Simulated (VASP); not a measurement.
## Rh: single point with PBEsol

Rh:

```xyz
2
Lattice="1.9467 1.9467 0.0000 -1.9467 1.9467 0.0000 0.0000 0.0000 3.6810" Properties=species:S:1:pos:R:3 pbc="T T T"
Rh    0.0000    0.0000    0.0000
Rh    0.0000    1.9467    1.8405
```

This cell differs from its parent crystal: biaxial strain in the a-b plane: +3.0 %, then relaxed in part.

| Property | Result |
| --- | --- |
| Program | VASP 6.6.1 |
| Task | single point |
| Functional | PBEsol |
| Potentials or basis | VASP PAW PBE potentials, release 64 (Rh_pv) |
| Cutoff | 520 eV |
| k mesh | 20 × 20 × 14 |
| Occupations | gaussian, width 0.1 eV |
| Spin | no spin polarisation |
| Dipole correction | no |
| Further INCAR settings | ALGO = Fast; EDIFF = 1e-06; NBANDS = 22 |

* Pressure: -8.5 GPa
* Band gap on the k mesh: zero (bands 15 and 16 overlap by 2.68 eV)

Stress tensor (GPa, compression positive):
```
-12.65   0.00   0.00
  0.00 -12.65   0.00
  0.00   0.00  -0.08
```

Levels at points of the mesh, in eV from the Fermi level:
```tsv
k point	band 13	band 14	band 15	band 16	band 17	band 18
(0.00, 0.00, 0.00)	-1.32	-0.63	0.53	1.00	1.00	3.99
(0.50, 0.00, 0.00)	-1.94	-1.94	-1.20	-1.20	2.69	2.69
(0.50, 0.50, 0.00)	0.71	0.71	1.19	1.19	2.78	2.78
(0.00, 0.00, 0.50)	-1.58	-1.58	-1.49	-1.49	-0.45	-0.45
(0.50, 0.00, 0.50)	0.41	0.41	0.69	0.69	0.73	0.73
(0.50, 0.50, 0.50)	-1.06	-1.06	0.71	0.71	9.53	9.53
```

Wall time 97 s on 1 thread of Intel(R) Xeon(R) 6975P-C (Granite Rapids) (shared host), peak memory 0.34 GiB.

Caveat: the cell differs from its parent crystal (biaxial strain in the a-b plane: +3.0 %, then relaxed in part); the stress differs along the axes, from -13 to -0 GPa; the PAW data sets were made with another functional, which shifts forces and pressure a little.
